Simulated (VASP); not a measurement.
Set up this calculation in VASP 6.6.1, as the native input.

| Item | Value |
| --- | --- |
| Task | single point |
| Functional | r2SCAN |
| Potentials or basis | VASP PAW PBE potentials, release 64 (Be, Se, Zn) |
| Cutoff | 520 eV |
| k mesh | 6 × 6 × 6 |
| Occupations | gaussian, width 0.01 eV |
| Spin | no spin polarisation |
| Dipole correction | no |
| Further INCAR settings | ALGO = Normal; EDIFF = 1e-06; NBANDS = 21 |

The system is BeZnSe2.

```
Be Se Zn
1.0
     3.81312    0.00000    0.00000
     0.00000    3.81312    0.00000
     0.00000    0.00000    5.46599
Be Se Zn
1 2 1
Direct
  0.00000 0.00000 0.00000
  0.00000 0.50000 0.22500
  0.50000 0.00000 0.77500
  0.50000 0.50000 0.50000
```

The input as run:

POSCAR

```
BeZnSe2
1.0
    3.8131242794      0.0000000000      0.0000000000
    0.0000000000      3.8131242794      0.0000000000
    0.0000000000      0.0000000000      5.4659892790
Be Se Zn
1 2 1
Direct
    0.0000000000      0.0000000000      0.0000000000
    0.0000000000      0.5000000000      0.2249968801
    0.5000000000      0.0000000000      0.7750031199
    0.5000000000      0.5000000000      0.5000000000
```

INCAR.step1

```
SYSTEM = BeZnSe2
PREC = Accurate ; ENCUT = 520
ISMEAR = 0 ; SIGMA = 0.01
LREAL = .FALSE. ; LASPH = .TRUE.
NELM = 100 ; NBANDS = 21
GGA = PE ; ALGO = Normal
EDIFF = 1E-4 ; LWAVE = .TRUE.
LCHARG = .FALSE.
```

INCAR.step2

```
SYSTEM = BeZnSe2
PREC = Accurate ; ENCUT = 520
EDIFF = 1E-6 ; ISMEAR = 0
SIGMA = 0.01 ; LREAL = .FALSE.
LASPH = .TRUE. ; NELM = 100
ALGO = Normal ; ISIF = 2
LWAVE = .FALSE. ; LCHARG = .FALSE.
METAGGA = R2SCAN ; LMIXTAU = .TRUE.
NBANDS = 21 ; ISTART = 1
```

KPOINTS

```
regular mesh
0
G
  6 6 6
  0 0 0
```

Potentials or basis: VASP PAW PBE potentials, release 64 (Be, Se, Zn).

Command:

```bash
$ cat potpaw_PBE.64/Be/POTCAR potpaw_PBE.64/Se/POTCAR potpaw_PBE.64/Zn/POTCAR > POTCAR
$ cp INCAR.step1 INCAR
$ mpirun -np 1 vasp_std > vasp.out
$ cp INCAR.step2 INCAR
$ mpirun -np 1 vasp_std > vasp.out
```

It gave:

The pressure is 0.2 GPa. The band gap on the k mesh is 3.02 eV, direct.

Caveat: the PAW data sets were made with another functional, which shifts forces and pressure a little.

It took 4.5 min on 1 thread of Intel(R) Xeon(R) Platinum 8259CL CPU @ 2.50GHz (Skylake/Cascade Lake), on a shared host, peak memory 0.23 GiB.
